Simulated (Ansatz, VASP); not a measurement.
## TiB2: VASP beside Ansatz

INCAR

```
PREC = Accurate
ENCUT = 520
EDIFF = 1E-6
ISMEAR = 1
SIGMA = 0.1
LREAL = False
LASPH = True
NELM = 60
ALGO = Normal
ISIF = 2
LWAVE = False
LCHARG = False
GGA = PE
NBANDS = 16
```

File KPOINTS:

```
Automatic mesh
0
Gamma
  11 11 9
```

Contents of POSCAR:

```
TiB2
1.0
    3.0292000000      0.0000000000      0.0000000000
   -1.5146000000      2.6233600000      0.0000000000
    0.0000000000      0.0000000000      3.2284000000
Ti B
1 2
Direct
    0.0000000000      0.0000000000      0.0000000000
    0.3333333333      0.6666666667      0.5000000000
    0.6666666667      0.3333333333      0.5000000000
```

Input for Ansatz:

```yaml
crystal:
  lattice:
    - [3.0292, 0.0, 0.0]
    - [-1.5146, 2.62336, 0.0]
    - [0.0, 0.0, 3.2284]
  atoms:
    - { symbol: Ti, position: [0.0, 0.0, 0.0] }
    - { symbol: B, position: [0.3333333333333333, 0.6666666666666666, 0.5] }
    - { symbol: B, position: [0.6666666666666666, 0.3333333333333333, 0.5] }
basis:
  ecutwfc: 489.804952427784
kpoints:
  mp_grid:
    grid: [11, 11, 9]
hamiltonian:
  xc: pbe
  pseudopotentials:
    kind: paw
scf:
  occupations:
    method: cold
    width: 0.1
output:
  stress: true
```

Alike in both runs: task single point; functional PBE; k mesh 11 × 11 × 9; no spin polarisation.

|  | VASP | Ansatz |
| --- | --- | --- |
| version | VASP 6.6.1 | Ansatz 0.2.0 |
| potentials or method | VASP PAW PBE potentials, release 64 (Ti_sv, B), cutoff 520 eV | plane waves, PAW |
| occupations | methfessel-paxton of order 1, width 0.1 eV | cold, width 0.1 eV |
| valence electrons in the cell | 18 | 18 |

Ansatz gave:

* pressure (GPa): 0.2
* traceless stress, the component that is largest in VASP (GPa): -0.70

Task: Which values does VASP return?

Result: Pressure (GPa): 0.4; traceless stress, the component that is largest in VASP (GPa): -0.69.
